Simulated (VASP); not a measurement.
# Pt (P6_3/mmc) in VASP: single point with PBEsol

Aim: the single point of Pt with PBEsol.

All numbers are computed with VASP 6.6.1; they aren't measurements. Logs are shortened: lines on timing, memory, paths and dates and some standing lists are left out, and cuts for length are marked.

### Step 1. The cell of the first run

The structure is hexagonal, space group P6_3/mmc (No. 194). Conventional cell: a = 2.761 Å, b = 2.761 Å, c = 4.792 Å, α = 90.00°, β = 90.00°, γ = 120.00°. Pt (site symmetry -6m2) has 12 Pt at 2.76 to 2.88 Å within 3.6 Å.

This isn't the form of Pt at room conditions, which is fcc.

### Step 2. Single point, PBEsol

POSCAR reads:

```
Pt
1.0
    2.7606660000      0.0000000000      0.0000000000
   -1.3803330000      2.3908070000      0.0000000000
    0.0000000000      0.0000000000      4.7921340000
Pt
2
Direct
    0.6666666667      0.3333333333      0.7500000000
    0.3333333333      0.6666666667      0.2500000000
```

INCAR.step1 reads:

```
SYSTEM = Pt
  ALGO = Normal
  EDIFF = 1E-7
  ENCUT = 520
  GGA = PS
  ISIF = 2
  ISMEAR = 1
  LASPH = .True.
  LCHARG = .True.
  LMAXMIX = 4
  LREAL = .False.
  LWAVE = .False.
  NBANDS = 17
  NELM = 100
  PREC = Accurate
  SIGMA = 0.1
```

KPOINTS.step1 reads:

```
k-points
0
Gamma
  14 14 7
  0 0 0
```

INCAR.step2 reads:

```
SYSTEM = Pt
  ALGO = Normal
  EDIFF = 1E-7
  ENCUT = 520
  GGA = PS
  ICHARG = 11
  ISIF = 2
  ISMEAR = -5
  LASPH = .True.
  LCHARG = .False.
  LMAXMIX = 4
  LORBIT = 11
  LREAL = .False.
  LWAVE = .False.
  NEDOS = 1001
  NELM = 100
  PREC = Accurate
  SIGMA = 0.1
```

KPOINTS.step2 reads:

```
k-points
0
Gamma
  21 21 11
  0 0 0
```

Potentials or basis: VASP PAW PBE potentials, release 64 (Pt).

Launch:

```bash
$ cat potpaw_PBE.64/Pt/POTCAR > POTCAR
$ cp INCAR.step1 INCAR
$ cp KPOINTS.step1 KPOINTS
$ mpirun -np 1 vasp_std > vasp.out
$ cp INCAR.step2 INCAR
$ cp KPOINTS.step2 KPOINTS
$ mpirun -np 1 vasp_std > vasp.out
```

OUTCAR:

```text
SYSTEM = Pt
   EDIFF = 1E-7
   ENCUT = 520
   GGA = PS
   ICHARG = 11
   ISIF = 2
   ISMEAR = -5
   LASPH = .True.
   LORBIT = 11
   LREAL = .False.
   NELM = 100
   PREC = Accurate

 ion  position               nearest neighbor table
   1  0.667  0.333  0.750-   2 2.88   2 2.88   2 2.88   2 2.88   2 2.88   2 2.88
   2  0.333  0.667  0.250-   1 2.88   1 2.88   1 2.88   1 2.88   1 2.88   1 2.88

  LATTYP: Found a hexagonal cell.
 ALAT       =     2.7606660000
 C/A-ratio  =     1.7358615638

  Lattice vectors:

 A1 = (   2.7606660000,   0.0000000000,   0.0000000000)
 A2 = (  -1.3803330000,   2.3908070000,   0.0000000000)
 A3 = (   0.0000000000,   0.0000000000,   4.7921340000)

Analysis of symmetry for initial positions (statically):
=====================================================================
 Subroutine PRICEL returns:
 Original cell was already a primitive cell.

 Routine SETGRP: Setting up the symmetry group for a
 hexagonal supercell.

 Subroutine GETGRP returns: Found 24 space group operations
 (whereof 12 operations were pure point group operations)
 out of a pool of 24 trial point group operations.

The static configuration has the point symmetry D_3d.
 The point group associated with its full space group is D_6h.

Analysis of symmetry for dynamics (positions and initial velocities):
=====================================================================
 Subroutine PRICEL returns:
 Original cell was already a primitive cell.

 Routine SETGRP: Setting up the symmetry group for a
 hexagonal supercell.

 Subroutine GETGRP returns: Found 24 space group operations
 (whereof 12 operations were pure point group operations)
 out of a pool of 24 trial point group operations.

The dynamic configuration has the point symmetry D_3d.
 The point group associated with its full space group is D_6h.

 Subroutine INISYM returns: Found 24 space group operations
 (whereof 12 operations are pure point group operations),
 and found     1 'primitive' translations

----------------------------------------------------------------------------------------

                                     Primitive cell

  volume of cell :      31.6291

  direct lattice vectors                    reciprocal lattice vectors
     2.760666000  0.000000000  0.000000000     0.362231433  0.209134405  0.000000000
    -1.380333000  2.390807000  0.000000000     0.000000000  0.418268810  0.000000000
     0.000000000  0.000000000  4.792134000     0.000000000  0.000000000  0.208675300

  length of vectors
     2.760666000  2.760666098  4.792134000     0.418268825  0.418268810  0.208675300

  position of ions in fractional coordinates (direct lattice)
     0.666666667  0.333333333  0.750000000
     0.333333333  0.666666667  0.250000000

  ion indices of the primitive-cell ions
   primitive index   ion index
                 1           1
                 2           2

----------------------------------------------------------------------------------------

 KPOINTS: k-points

Automatic generation of k-mesh.
 Grid dimensions read from file:
 generate k-points for:   21   21   11

 Generating k-lattice:

  Cartesian coordinates                     Fractional coordinates (reciprocal lattice)
     0.017249116  0.009958781  0.000000000     0.047619048  0.000000000  0.000000000
     0.000000000  0.019917562  0.000000000     0.000000000  0.047619048  0.000000000
     0.000000000  0.000000000  0.018970482     0.000000000  0.000000000  0.090909091

  Length of vectors
     0.019917563  0.019917562  0.018970482

  Shift w.r.t. Gamma in fractional coordinates (k-lattice)
     0.000000000  0.000000000  0.000000000

 TETIRR: Found   4709 inequivalent tetrahedra from    29106

 Subroutine IBZKPT returns following result:
 ===========================================

 Found    288 irreducible k-points:

 Following reciprocal coordinates:
            Coordinates               Weight
  0.000000  0.000000  0.000000      1.000000
  0.047619 -0.000000  0.000000      6.000000
  0.095238 -0.000000  0.000000      6.000000
  0.142857 -0.000000  0.000000      6.000000
  0.190476 -0.000000  0.000000      6.000000
  0.238095  0.000000  0.000000      6.000000
[... 16 lines left out ...]
  0.142857  0.095238  0.000000     12.000000
  0.190476  0.095238  0.000000     12.000000
 [... further k-points ...]
   k-points           NKPTS =    288   k-points in BZ     NKDIM =    288   number of bands    NBANDS=     14
   number of dos      NEDOS =   1001   number of ions     NIONS =      2
   total plane-waves  NPLWV =  20736
   dimension x,y,z NGX =    24 NGY =   24 NGZ =   36
   dimension x,y,z NGXF=    48 NGYF=   48 NGZF=   72
   ions per type =               2
   NGX,Y,Z   is equivalent  to a cutoff of  14.45, 14.45, 12.49 a.u.
   NGXF,Y,Z  is equivalent  to a cutoff of  28.91, 28.91, 24.98 a.u.
 SYSTEM =  Pt
   PREC   = accura    normal or accurate (medium, high low for compatibility)
   ISTART =      0    job   : 0-new  1-cont  2-samecut
   ICHARG =     11    charge: 1-file 2-atom 10-const
   ISPIN  =      1    spin polarized calculation?
   LNONCOLLINEAR =      F non collinear calculations
   LSORBIT =      F    spin-orbit coupling
   LASPH  =      T    aspherical Exc in radial PAW
   ENCUT  =  520.0 eV  38.22 Ry    6.18 a.u.   5.13  5.13  8.91*2*pi/ulx,y,z
   NELM   =    100;   NELMIN=  2; NELMDL=  0     # of ELM steps
   EDIFF  = 0.1E-06   stopping-criterion for ELM
   LREAL  =      F    real-space projection
   EDIFFG = 0.1E-05   stopping-criterion for IOM
   NSW    =      0    number of steps for IOM
   IBRION =     -1    ionic relax: 0-MD 1-quasi-New 2-CG
   NFREE  =      0    steps in history (QN), initial steepest desc. (CG)
   ISIF   =      2    stress and relaxation
   ISYM   =      2    0-nonsym 1-usesym 2-fastsym
   POTIM  = 0.5000    time-step for ionic-motion
   TEBEG  =    0.0;   TEEND  =   0.0 temperature during run
   PSTRESS=    0.0 pullay stress
   NELECT =      20.0000    total number of electrons
   NUPDOWN=      -1.0000    fix difference up-down
   EMIN   =  10.00;   EMAX   =-10.00  energy-range for DOS
   EFERMI =   0.00;   METHOD = LEGACY
   ISMEAR =    -5;   SIGMA  =   0.10  broadening in eV -4-tet -1-fermi 0-gaus
   EFERMI_NEDOS =   21; number of points for ismear=-14 and -15
   IALGO  =     38    algorithm
   IMIX   =      4    mixing-type and parameters
     AMIX     =   0.40;   BMIX     =  1.00
     AMIX_MAG =   1.60;   BMIX_MAG =  1.00
  volume/ion in A,a.u.               =      15.81       106.72
  Fermi-wavevector in a.u.,A,eV,Ry     =   1.405149  2.655347 26.863938  1.974444
  Thomas-Fermi vector in A             =   2.527639
   LORBIT       =     11    0 simple, 1 ext, 2 COOP (PROOUT), +10 PAW based schemes
   GGA     = PS    functional components
   LHFCALC =     F    Hartree Fock is set to
   AEXX    =    0.0000 exact exchange contribution
   IVDW    =     0    specifies the selected vdW correction
   LEPSILON=     F    determine dielectric tensor
   LRPA    =     F    only Hartree local field effects (RPA)
 non-spin polarized calculation
 Fermi weights with tetrahedron method with Bloechl corrections
  energy-cutoff  :      520.00
  volume of cell :       31.63
 maximum number of plane-waves:       863
 NGX is ok and might be reduce to    24

 number of electron      20.0000004 magnetization

 Free energy of the ion-electron system (eV)
  ---------------------------------------------------
  ext. energy  EPLUGINS =         0.00000000
  ---------------------------------------------------
  free energy    TOTEN  =       -13.74929589 eV

  energy without entropy =      -13.74929589  energy(sigma->0) =      -13.74929589

 E-fermi :  10.1677     XC(G=0): -13.3441

 val. band max:       10.2635508870   @ k =   0.4762  -0.0000   0.3636
 cond. band min:       9.9649716728   @ k =   0.0000   0.0000   0.0000
 fundamental gap:     -0.2985792143
 Fermi energy:        10.1676514120

 k-point     1 :       0.0000    0.0000    0.0000
  band No.  band energies     occupation
      1       0.4303      2.00000
      2       3.0945      2.00000
      3       6.2317      2.00000
      4       6.7576      2.00000
      5       6.7576      2.00000
      6       7.1221      2.00000
      7       7.1221      2.00000
      8       8.3888      2.00000
      9       8.3888      2.00000
     10       9.3996      2.00000
     11       9.9650      2.00000
     12       9.9650      0.94533
     13      14.8068      0.00000
     14      25.2835      0.00000

 k-point     2 :       0.0476   -0.0000    0.0000
  band No.  band energies     occupation
      1       0.5129      2.00000
      2       3.1713      2.00000
      3       6.2290      2.00000
      4       6.7482      2.00000
      5       6.8206      2.00000
      6       7.0801      2.00000
      7       7.1822      2.00000
      8       8.3001      2.00000
      9       8.3474      2.00000
     10       8.8279      2.00000
     11       9.9811      2.00000
     12      10.6398     -0.05427
     13      14.7981      0.00000
     14      25.4050      0.00000
[... 343 lines left out ...]
      1       1.8789      2.00000
      2       4.2895      2.00000
      3       5.7816      2.00000
      4       6.3989      2.00000
      5       6.5396      2.00000
      6       7.1565      2.00000
      7       7.4348      2.00000
      8       7.9796      2.00000
      9       8.1547      2.00000
     10       8.3390      2.00000
     11      10.0517      2.00000
     12      14.0525      0.00000
     13      14.7095      0.00000
     14      24.5663      0.00000

 k-point    24 :       0.1905    0.0952    0.0000
  band No.  band energies     occupation
      1       2.4617      2.00000
      2       4.5591      2.00000
      3       5.7354      2.00000
      4       5.9061      2.00000
      5       6.4106      2.00000
      6       7.2116      2.00000
      7       7.4901      2.00000
      8       7.9571      2.00000
      9       8.5049      2.00000
     10       8.8858      2.00000
     11      10.0547      2.00000
     12      14.7399      0.00000
     13      15.0630      0.00000
     14      22.7947      0.00000

 [... further k-points ...]

------------------------ aborting loop because EDIFF is reached ----------------------------------------

  FORCE on cell =-STRESS in cart. coord.  units (eV):
  Direction    XX          YY          ZZ          XY          YZ          ZX
  --------------------------------------------------------------------------------------
  -------------------------------------------------------------------------------------
  Total       -2.0938960     -2.0938962     -2.2245391      0.0000000     -0.0000000      0.0000000
  in kB     -106.0665278   -106.0665378   -112.6842672      0.0000000     -0.0000000      0.0000000
  external PRESSURE =    -108.2724442 kB  Pullay stress =       0.0000000 kB

 VOLUME and BASIS-vectors are now :
 -----------------------------------------------------------------------------
  energy-cutoff  :      520.00
  volume of cell :       31.63
      direct lattice vectors                 reciprocal lattice vectors
     2.760666000  0.000000000  0.000000000     0.362231433  0.209134405  0.000000000
    -1.380333000  2.390807000  0.000000000     0.000000000  0.418268810  0.000000000
     0.000000000  0.000000000  4.792134000     0.000000000  0.000000000  0.208675300

 POSITION                                       TOTAL-FORCE (eV/Angst)
 -----------------------------------------------------------------------------------
      1.38033      0.79694      3.59410        -0.000000      0.000000      0.000000
     -0.00000      1.59387      1.19803         0.000000     -0.000000      0.000000
 -----------------------------------------------------------------------------------
    total drift:                               -0.000000      0.000000     -0.000000

  FREE ENERGIE OF THE ION-ELECTRON SYSTEM (eV)
  ---------------------------------------------------
  free  energy   TOTEN  =       -13.7492958888 eV

  energy  without entropy=      -13.7492958888  energy(sigma->0) =      -13.74929589

 total charge

# of ion       s       p       d       tot
------------------------------------------
    1        0.611   0.558   8.006   9.174
    2        0.611   0.558   8.006   9.174
--------------------------------------------------
tot          1.221   1.115  16.012  18.348
```

Run time: 65 s. Hardware: 1 thread of Intel Xeon Platinum 8375C at 2.90GHz (Ice Lake), shared host; peak memory 0.24 GiB.

What came out:

* Valence electrons inside the program's atomic spheres: Pt 9.17

Levels at points of the mesh, in eV from the Fermi level:
```csv
k point,band 8,band 9,band 10,band 11,band 12,band 13
"(0.00, 0.00, 0.00)",-1.78,-1.78,-0.77,-0.20,-0.20,4.64
```

Caveat: the PAW data sets were made with another functional, which shifts forces and pressure a little; spin-orbit coupling is left out, which moves the levels of the heavy elements; tetrahedron occupations give inexact forces and stress in metals.
